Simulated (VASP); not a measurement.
Input of a VASP 6.6.1 run:

Contents of POSCAR:

```
CsH
1.0
    0.1493578000      3.1880000000      3.1880000000
    3.1880000000      0.1493578000      3.1880000000
    3.3373578000      3.3373578000      0.0000000000
Cs H
1 1
Direct
    0.0000000000      0.0000000000      0.0000000000
    0.5000000000      0.5000000000      0.5000000000
```

The input INCAR.step1:

```
PREC = Accurate
ENCUT = 520
ISMEAR = 0
SIGMA = 0.05
LREAL = False
LASPH = True
NELM = 80
NBANDS = 12
GGA = PE
ALGO = Normal
EDIFF = 1E-4
LWAVE = True
LCHARG = False
```

The input INCAR.step2:

```
PREC = Accurate
ENCUT = 520
EDIFF = 1E-6
ISMEAR = 0
SIGMA = 0.05
LREAL = False
LASPH = True
NELM = 80
ALGO = Normal
ISIF = 2
LWAVE = False
LCHARG = True
METAGGA = R2SCAN
LMIXTAU = True
LELF = True
LVHAR = True
NBANDS = 12
ISTART = 1
```

The input KPOINTS:

```
Automatic mesh
0
Gamma
  6 6 6
```

Potentials or basis: VASP PAW PBE potentials, release 64 (Cs_sv, H).

Run with:

```bash
$ cat potpaw_PBE.64/Cs_sv/POTCAR potpaw_PBE.64/H/POTCAR > POTCAR
$ cp INCAR.step1 INCAR
$ mpirun -np 1 vasp_std > vasp.out
$ cp INCAR.step2 INCAR
$ mpirun -np 1 vasp_std > vasp.out
```

(1) Estimate the pressure.

(2) What does it give for the band gap on the k mesh?

Answers

(1) 0.0 GPa.

(2) 2.63 eV (least direct gap 2.64 eV).

Caveat: the cell differs from its parent crystal (strain +0.0937 x Voigt [0, 0, 0, 0, 0, 1]); the PAW data sets were made with another functional, which shifts forces and pressure a little; spin-orbit coupling is left out, which moves the levels of the heavy elements.
